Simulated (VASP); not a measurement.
# Mg15GaO16 (a cell with a defect) in VASP: relaxation of the atoms with PBEsol

Aim: the relaxation of the atoms of Mg15GaO16 (a cell with a defect) with PBEsol.

Program: VASP 6.6.1. These are calculated values, not measurements. Logs are shortened: lines on timing, memory, paths and dates and some standing lists are left out, and cuts for length are marked.

## (1) The cell of the first run

The cell holds a defect, 32 atoms: a = 7.299 Å, b = 7.299 Å, c = 7.299 Å, α = 109.47°, β = 109.47°, γ = 109.47°.

## (2) Relaxation of the atoms, PBEsol

The input, INCAR:

```
SYSTEM = Mg15GaO16
PREC = Accurate
ENCUT = 520
EDIFF = 1E-6
ISMEAR = 0
SIGMA = 0.02
LREAL = Auto
LASPH = .TRUE.
NELM = 100
ALGO = Normal
ISIF = 2
LWAVE = .FALSE.
LCHARG = .FALSE.
GGA = PS
IBRION = 2
NSW = 60
EDIFFG = -0.03
NELECT = 138.0
```

The input, KPOINTS:

```
Automatic mesh
0
Gamma
  2 2 2
  0.5 0.5 0.5
```

The input, POSCAR:

```
Mg15GaO16
1.0
   -4.2140464025      4.2140464025     -4.2140464025
    4.2140464025      4.2140464025      4.2140464025
    4.2140464025     -4.2140464025     -4.2140464025
Ga Mg O
1 15 16
Direct
    0.2500000000      0.7500000000      0.0000000000
   -0.0010638936      0.0010638936      0.0000000000
    0.5010638936      0.7500000000      0.7489361064
    0.7500000000      0.2500000000      0.0000000000
    0.2500000000      0.0010638936      0.7489361064
    0.5010638936      0.4989361064      0.0000000000
   -0.0010638936      0.2478722128      0.7489361064
    0.7500000000      0.7500000000      0.5000000000
    0.5010638936      0.0010638936      0.5021277872
    0.7478722128      0.4989361064      0.7489361064
   -0.0010638936      0.7500000000      0.2510638936
    0.2500000000      0.2500000000      0.5000000000
   -0.0010638936      0.4989361064      0.4978722128
    0.7521277872      0.0010638936      0.2510638936
    0.5010638936      0.2521277872      0.2510638936
    0.2500000000      0.4989361064      0.2510638936
    0.2500000000      0.4922441795      0.7422441795
   -0.0077558205      0.7500000000      0.7422441795
    0.5000000000      0.5000000000      0.5000000000
    0.7500000000      0.0000000000      0.7500000000
    0.2500000000      0.7500000000      0.5000000000
    0.5000000000      0.2500000000      0.7500000000
    0.0000000000      0.0000000000      0.5000000000
    0.7500000000      0.5000000000      0.2500000000
    0.5077558205      0.7500000000      0.2577558205
    0.7500000000      0.2500000000      0.5000000000
   -0.0077558205      0.4922441795      0.0000000000
    0.2500000000      0.0077558205      0.2577558205
    0.0000000000      0.2500000000      0.2500000000
    0.7500000000      0.7500000000      0.0000000000
    0.5077558205      0.0077558205      0.0000000000
    0.2500000000      0.2500000000      0.0000000000
```

Potentials or basis: VASP PAW PBE potentials, release 64 (Ga_d, Mg, O).

Launch:

```
cat potpaw_PBE.64/Ga_d/POTCAR potpaw_PBE.64/Mg/POTCAR potpaw_PBE.64/O/POTCAR > POTCAR
mpirun -np 1 vasp_std > vasp.out
```

OUTCAR:

```text
SYSTEM = Mg15GaO16
   PREC = Accurate
   ENCUT = 520
   EDIFF = 1E-6
   ISMEAR = 0
   LREAL = Auto
   LASPH = .TRUE.
   NELM = 100
   ISIF = 2
   GGA = PS
   IBRION = 2
   NSW = 60
   EDIFFG = -0.03
   NELECT = 138.0

 ion  position               nearest neighbor table
   1  0.250  0.750  0.000-  17 2.17  18 2.17  25 2.17  27 2.17  28 2.17  31 2.17   2 2.99   3 2.99
                             5 2.99   6 2.99  11 2.99  16 2.99  14 2.99  15 2.99   9 2.99  13 2.99
   2  0.999  0.001  0.000-  20 2.10  29 2.10  30 2.11  32 2.11  28 2.12  18 2.12   4 2.97   7 2.97
                            14 2.97   3 2.97  16 2.97  12 2.98   8 2.98  15 2.99  11 2.99   1 2.99
   3  0.501  0.750  0.749-  19 2.10  20 2.10  21 2.11  30 2.11  17 2.12  31 2.12   8 2.97   9 2.97
                            10 2.97   2 2.97  16 2.97   4 2.98  12 2.98   6 2.99  14 2.99   1 2.99
   4  0.750  0.250  0.000-  27 2.04  31 2.04  24 2.11  20 2.11  29 2.11  22 2.11   9 2.97  13 2.97
                             2 2.97   6 2.97  11 2.98  16 2.98   3 2.98   5 2.98  10 2.98  14 2.98
   5  0.250  0.001  0.749-  22 2.10  23 2.10  21 2.11  32 2.11  31 2.12  18 2.12  12 2.97   9 2.97
                             7 2.97   6 2.97  11 2.97   4 2.98   8 2.98   1 2.99   2 2.99   3 2.99
   6  0.501  0.499  0.000-  22 2.10  24 2.10  30 2.11  32 2.11  17 2.12  25 2.12   4 2.97  10 2.97
                            15 2.97  11 2.97   5 2.97   8 2.98  12 2.98  16 2.99  14 2.99   1 2.99
   7  0.999  0.248  0.749-  20 2.10  23 2.10  32 2.11  26 2.11  27 2.12  17 2.12   8 2.97   5 2.97
                             2 2.97   9 2.97  14 2.97  12 2.98   4 2.98  16 2.99   6 2.99   1 2.99
   8  0.750  0.750  0.500-  18 2.04  25 2.04  20 2.11  23 2.11  24 2.11  19 2.11   7 2.97  15 2.97
                            11 2.97   3 2.97   5 2.98  16 2.98  13 2.98  14 2.98   9 2.98  10 2.98
   9  0.501  0.001  0.502-  20 2.10  22 2.10  21 2.11  26 2.11  25 2.12  28 2.12   4 2.97   3 2.97
[... 17 lines left out ...]
  19  0.500  0.500  0.500-  10 2.10  15 2.10   3 2.10  16 2.10   8 2.11  12 2.11
  20  0.750  0.000  0.750-   7 2.10   9 2.10   2 2.10   3 2.10   8 2.11   4 2.11
  21  0.250  0.750  0.500-   9 2.11  13 2.11   3 2.11  11 2.11   5 2.11  16 2.11
  22  0.500  0.250  0.750-  10 2.10   9 2.10   5 2.10   6 2.10   4 2.11  12 2.11
[... 8 lines left out ...]
  31  0.508  0.008  0.000-   4 2.04   3 2.12   5 2.12  14 2.12  15 2.12   1 2.17
  32  0.250  0.250  0.000-   7 2.11  15 2.11   6 2.11   2 2.11   5 2.11  16 2.11

  LATTYP: Found a body centered cubic cell.
 ALAT       =     8.4280928050

  Lattice vectors:

 A1 = (  -4.2140464025,   4.2140464025,  -4.2140464025)
 A2 = (   4.2140464025,   4.2140464025,   4.2140464025)
 A3 = (   4.2140464025,  -4.2140464025,  -4.2140464025)

Analysis of symmetry for initial positions (statically):
=====================================================================
 Subroutine PRICEL returns:
 Original cell was already a primitive cell.

 Routine SETGRP: Setting up the symmetry group for a
 body centered cubic supercell.

 Subroutine GETGRP returns: Found 48 space group operations
 (whereof  4 operations were pure point group operations)
 out of a pool of 48 trial point group operations.

The static configuration has the point symmetry C_2v.
 The point group associated with its full space group is O_h .

Analysis of symmetry for dynamics (positions and initial velocities):
=====================================================================
 Subroutine PRICEL returns:
 Original cell was already a primitive cell.

 Routine SETGRP: Setting up the symmetry group for a
 body centered cubic supercell.

 Subroutine GETGRP returns: Found 48 space group operations
 (whereof  4 operations were pure point group operations)
 out of a pool of 48 trial point group operations.

The dynamic configuration has the point symmetry C_2v.
 The point group associated with its full space group is O_h .

 Subroutine INISYM returns: Found 48 space group operations
 (whereof  4 operations are pure point group operations),
 and found     1 'primitive' translations

----------------------------------------------------------------------------------------

                                     Primitive cell

  volume of cell :     299.3353

  direct lattice vectors                    reciprocal lattice vectors
    -4.214046403  4.214046403 -4.214046403     0.000000000  0.118650805 -0.118650805
     4.214046403  4.214046403  4.214046403     0.118650805  0.118650805  0.000000000
     4.214046403 -4.214046403 -4.214046403     0.118650805  0.000000000 -0.118650805

  length of vectors
     7.298942475  7.298942475  7.298942475     0.167797578  0.167797578  0.167797578

  position of ions in fractional coordinates (direct lattice)
     0.250000000  0.750000000  0.000000000
     0.998936106  0.001063894  0.000000000
     0.501063894  0.750000000  0.748936106
     0.750000000  0.250000000  0.000000000
     0.250000000  0.001063894  0.748936106
     0.501063894  0.498936106  0.000000000
[... 24 lines left out ...]
     0.507755821  0.007755821  0.000000000
     0.250000000  0.250000000  0.000000000
[... 59 lines left out ...]

 Found      2 irreducible k-points:

 Following reciprocal coordinates:
            Coordinates               Weight
  0.250000  0.250000  0.250000      2.000000
 -0.250000  0.250000  0.250000      6.000000
   k-points           NKPTS =      2   k-points in BZ     NKDIM =      2   number of bands    NBANDS=     86
   number of dos      NEDOS =    301   number of ions     NIONS =     32
   total plane-waves  NPLWV = 157464
   dimension x,y,z NGX =    54 NGY =   54 NGZ =   54
   dimension x,y,z NGXF=   108 NGYF=  108 NGZF=  108
   ions per type =               1  15  16
   NGX,Y,Z   is equivalent  to a cutoff of  12.30, 12.30, 12.30 a.u.
   NGXF,Y,Z  is equivalent  to a cutoff of  24.60, 24.60, 24.60 a.u.
 SYSTEM =  Mg15GaO16
   PREC   = accura    normal or accurate (medium, high low for compatibility)
   ISTART =      0    job   : 0-new  1-cont  2-samecut
   ICHARG =      2    charge: 1-file 2-atom 10-const
   ISPIN  =      1    spin polarized calculation?
   LNONCOLLINEAR =      F non collinear calculations
   LSORBIT =      F    spin-orbit coupling
   LASPH  =      T    aspherical Exc in radial PAW
   ENCUT  =  520.0 eV  38.22 Ry    6.18 a.u.  13.57 13.57 13.57*2*pi/ulx,y,z
   NELM   =    100;   NELMIN=  2; NELMDL= -5     # of ELM steps
   EDIFF  = 0.1E-05   stopping-criterion for ELM
   LREAL  =      T    real-space projection
   EDIFFG = -.3E-01   stopping-criterion for IOM
   NSW    =     60    number of steps for IOM
   IBRION =      2    ionic relax: 0-MD 1-quasi-New 2-CG
   NFREE  =      1    steps in history (QN), initial steepest desc. (CG)
   ISIF   =      2    stress and relaxation
   ISYM   =      2    0-nonsym 1-usesym 2-fastsym
   POTIM  = 0.5000    time-step for ionic-motion
   TEBEG  =    0.0;   TEEND  =   0.0 temperature during run
   PSTRESS=    0.0 pullay stress
   NELECT =     138.0000    total number of electrons
   NUPDOWN=      -1.0000    fix difference up-down
   EMIN   =  10.00;   EMAX   =-10.00  energy-range for DOS
   EFERMI =   0.00;   METHOD = LEGACY
   ISMEAR =     0;   SIGMA  =   0.02  broadening in eV -4-tet -1-fermi 0-gaus
   EFERMI_NEDOS =   21; number of points for ismear=-14 and -15
   IALGO  =     38    algorithm
   IMIX   =      4    mixing-type and parameters
     AMIX     =   0.40;   BMIX     =  1.00
     AMIX_MAG =   1.60;   BMIX_MAG =  1.00
  volume/ion in A,a.u.               =       9.35        63.13
  Fermi-wavevector in a.u.,A,eV,Ry     =   1.264684  2.389905 21.761492  1.599425
  Thomas-Fermi vector in A             =   2.397976
   LORBIT       =      0    0 simple, 1 ext, 2 COOP (PROOUT), +10 PAW based schemes
   GGA     = PS    functional components
   LHFCALC =     F    Hartree Fock is set to
   AEXX    =    0.0000 exact exchange contribution
   IVDW    =     0    specifies the selected vdW correction
   LEPSILON=     F    determine dielectric tensor
   LRPA    =     F    only Hartree local field effects (RPA)
 conjugate gradient relaxation of ions
 non-spin polarized calculation
 Gauss-broadening in eV      SIGMA  =   0.02
  energy-cutoff  :      520.00
  volume of cell :      299.34
 maximum number of plane-waves:      8088
 NGX is ok and might be reduce to    54
   NGX = 27   NGY = 27   NGZ = 27

--------------------------------------- Ionic step        1  -------------------------------------------

 number of electron     138.0000036 magnetization

 Free energy of the ion-electron system (eV)
  ---------------------------------------------------
  ext. energy  EPLUGINS =         0.00000000
  ---------------------------------------------------
  free energy    TOTEN  =      -204.26431519 eV

  energy without entropy =     -204.26431519  energy(sigma->0) =     -204.26431519

------------------------ aborting loop because EDIFF is reached ----------------------------------------

  FORCE on cell =-STRESS in cart. coord.  units (eV):
  Direction    XX          YY          ZZ          XY          YZ          ZX
  --------------------------------------------------------------------------------------
  -------------------------------------------------------------------------------------
  Total      -10.2594232    -10.2594232    -10.2594232     -0.0000000      0.0000000      0.0000000
  in kB      -54.9130538    -54.9130538    -54.9130538     -0.0000000      0.0000000      0.0000000
  external PRESSURE =     -54.9130538 kB  Pullay stress =       0.0000000 kB
[... 383 lines left out ...]
--------------------------------------- Ionic step        7  -------------------------------------------

 number of electron     138.0000037 magnetization

 Free energy of the ion-electron system (eV)
  ---------------------------------------------------
  ext. energy  EPLUGINS =         0.00000000
  ---------------------------------------------------
  free energy    TOTEN  =      -205.11148028 eV

  energy without entropy =     -205.11148028  energy(sigma->0) =     -205.11148028

 E-fermi :   3.0400     XC(G=0): -11.3789

 val. band max:        2.9340210878   @ k =  -0.2500   0.2500   0.2500
 cond. band min:       8.3537881825   @ k =  -0.2500   0.2500   0.2500
 fundamental gap:      5.4197670947
 Fermi energy:         3.0399877843

 k-point     1 :       0.2500    0.2500    0.2500
  band No.  band energies     occupation
      1     -13.9591      2.00000
      2     -13.4594      2.00000
      3     -13.4594      2.00000
      4     -13.4594      2.00000
      5     -13.0830      2.00000
      6     -13.0830      2.00000
[... 73 lines left out ...]
     80      12.7087      0.00000
     81      12.7087      0.00000

 k-point     2 :      -0.2500    0.2500    0.2500
  band No.  band energies     occupation
      1     -14.0729      2.00000
      2     -13.4450      2.00000
      3     -13.2509      2.00000
      4     -13.2390      2.00000
      5     -13.2390      2.00000
      6     -13.1126      2.00000
[... 73 lines left out ...]
     80      12.7637      0.00000
     81      13.0456      0.00000
 [bands above 81 left out]

------------------------ aborting loop because EDIFF is reached ----------------------------------------

  FORCE on cell =-STRESS in cart. coord.  units (eV):
  Direction    XX          YY          ZZ          XY          YZ          ZX
  --------------------------------------------------------------------------------------
  -------------------------------------------------------------------------------------
  Total       -9.8823982     -9.8823982     -9.8823982     -0.0000000     -0.0000000      0.0000000
  in kB      -52.8950459    -52.8950459    -52.8950459     -0.0000000     -0.0000000      0.0000000
  external PRESSURE =     -52.8950459 kB  Pullay stress =       0.0000000 kB
[... 47 lines left out ...]
  FREE ENERGIE OF THE ION-ELECTRON SYSTEM (eV)
  ---------------------------------------------------
  free  energy   TOTEN  =      -205.1114802757 eV

  energy  without entropy=     -205.1114802757  energy(sigma->0) =     -205.11148028

 reached required accuracy - stopping structural energy minimisation
```

Run time: 23 min. Hardware: 1 thread of AMD EPYC 7R13, shared host; peak memory 0.45 GiB.

Results:

```
Free energy                  : -205.1115 eV
Energy gained by relaxing    : 26.5 meV/atom
Ionic steps                  : 7
Largest force after relaxing : 0.009 eV/Å
```

Forces in eV/Å, atoms in the order of the input:
```
Ga   0.000  0.000  0.000
Mg   0.007  0.000  0.007
Mg  -0.007  0.007  0.000
Mg   0.000  0.000  0.000
Mg   0.000  0.007  0.007
Mg  -0.007  0.000 -0.007
Mg  -0.007 -0.007  0.000
Mg   0.000  0.000  0.000
Mg   0.007  0.000 -0.007
Mg   0.000 -0.007  0.007
Mg   0.007 -0.007  0.000
Mg   0.000  0.000  0.000
Mg  -0.007  0.000  0.007
Mg   0.000  0.007 -0.007
Mg   0.007  0.007  0.000
Mg   0.000 -0.007 -0.007
O    0.000  0.000  0.000
O    0.000  0.000  0.000
O    0.000  0.000  0.000
O    0.000  0.000  0.000
O    0.000  0.000  0.000
O    0.000  0.000  0.000
O    0.000  0.000  0.000
O    0.000  0.000  0.000
O    0.000  0.000  0.000
O    0.000  0.000  0.000
O    0.000  0.000  0.000
O    0.000  0.000  0.000
O    0.000  0.000  0.000
O    0.000  0.000  0.000
O    0.000  0.000  0.000
O    0.000  0.000  0.000
```

Step by step:
| step | energy change (eV) | largest force (eV/Å) | pressure (GPa) |
| --- | --- | --- | --- |
| 1 | 0.0000 | 2.0891 | -5.49 |
| 2 | -0.7741 | 0.3725 | -5.46 |
| 3 | -0.7818 | 0.3921 | -5.39 |
| 4 | -0.8433 | 0.1047 | -5.31 |
| 5 | -0.8470 | 0.0306 | -5.28 |
| 6 | -0.8470 | 0.0377 | -5.28 |
| 7 | -0.8472 | 0.0095 | -5.29 |

Final structure:
```
CELL_PARAMETERS angstrom
-4.21405 4.21405 -4.21405
4.21405 4.21405 4.21405
4.21405 -4.21405 -4.21405
ATOMIC_POSITIONS crystal
Ga 0.25000 0.75000 0.00000
Mg 0.99889 0.00111 0.00000
Mg 0.50111 0.75000 0.74889
Mg 0.75000 0.25000 0.00000
Mg 0.25000 0.00111 0.74889
Mg 0.50111 0.49889 0.00000
Mg 0.99889 0.24779 0.74889
Mg 0.75000 0.75000 0.50000
Mg 0.50111 0.00111 0.50221
Mg 0.74779 0.49889 0.74889
Mg 0.99889 0.75000 0.25111
Mg 0.25000 0.25000 0.50000
Mg 0.99889 0.49889 0.49779
Mg 0.75221 0.00111 0.25111
Mg 0.50111 0.25221 0.25111
Mg 0.25000 0.49889 0.25111
O 0.25000 0.50779 0.75779
O 0.00779 0.75000 0.75779
O 0.50000 0.50000 0.50000
O 0.75000 0.00000 0.75000
O 0.25000 0.75000 0.50000
O 0.50000 0.25000 0.75000
O 0.00000 0.00000 0.50000
O 0.75000 0.50000 0.25000
O 0.49221 0.75000 0.24221
O 0.75000 0.25000 0.50000
O 0.00779 0.50779 0.00000
O 0.25000 0.99221 0.24221
O 0.00000 0.25000 0.25000
O 0.75000 0.75000 0.00000
O 0.49221 0.99221 0.00000
O 0.25000 0.25000 0.00000
```

Levels at points of the mesh, in eV from the Fermi level:
```tsv
k point	band 67	band 68	band 69	band 70	band 71	band 72
(0.25, 0.25, 0.25)	-0.15	-0.14	-0.14	5.72	7.00	7.00
```

Caveat: the cell carries a net charge on a neutralising background, which shifts energy and pressure; the cell is charged against a uniform background, so pressure and absolute levels hang on convention; the PAW data sets were made with another functional, which shifts forces and pressure a little.
